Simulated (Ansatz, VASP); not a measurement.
Cs in VASP and in Ansatz

```
CELL_PARAMETERS angstrom
5.23785 0.00000 0.00000
-2.61893 4.53611 0.00000
0.00000 0.00000 8.55341
ATOMIC_POSITIONS crystal
Cs 0.33333 0.66667 0.25000
Cs 0.66667 0.33333 0.75000
```

Alike in both runs: task single point; functional PBEsol; k mesh 8 × 8 × 4; occupations fermi-dirac, width 0.1 eV; no spin polarisation.

|  | VASP | Ansatz |
| --- | --- | --- |
| version | VASP 6.6.1 | Ansatz 0.2.0 |
| potentials or method | VASP PAW PBE potentials, release 64 (Cs_sv), cutoff 520 eV | plane waves (420 eV) with PAW, scalar-relativistic |
| valence electrons in the cell | 18 | 18 |

```csv
,VASP,Ansatz,Ansatz less VASP
pressure (GPa),0.2,0.2,+0.01
```

VASP's potentials were made for PBE, not for PBEsol, and Ansatz warns of the same on its side. The functional is the same, so the differences come from potentials, cutoffs and numerics.

Neither program's run includes spin-orbit coupling.
